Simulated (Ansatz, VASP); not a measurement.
**One calculation of Sn, two programs**

```xyz
2
Lattice="3.3860 0.0000 0.0000 -1.6930 2.9323 0.0000 0.0000 0.0000 5.4232" Properties=species:S:1:pos:R:3 pbc="T T T"
Sn    0.0000    1.9549    1.3558
Sn    1.6930    0.9774    4.0674
```

Alike in both runs: functional r2SCAN; k mesh 12 × 12 × 6; occupations gaussian, width 0.1 eV; no spin polarisation.

Ansatz relaxed the structure, and its values are those at the end. VASP's run is a single point on that final structure, the one shown.

|  | VASP | Ansatz |
| --- | --- | --- |
| version | VASP 6.6.1 | Ansatz 0.2.0 |
| potentials or method | VASP PAW PBE potentials, release 64 (Sn_d), cutoff 520 eV | scalar-relativistic, plane waves, PAW |
| valence electrons in the cell | 28 | 28 |

```csv
,VASP,Ansatz,Ansatz less VASP
gap on the k mesh at the Fermi level (eV),none,none,-
pressure (GPa),0.0,0.1,+0.04
```

VASP's potentials were made for PBE, not for r2SCAN. A gap of «none» marks a metal or a gap that the smearing closes.
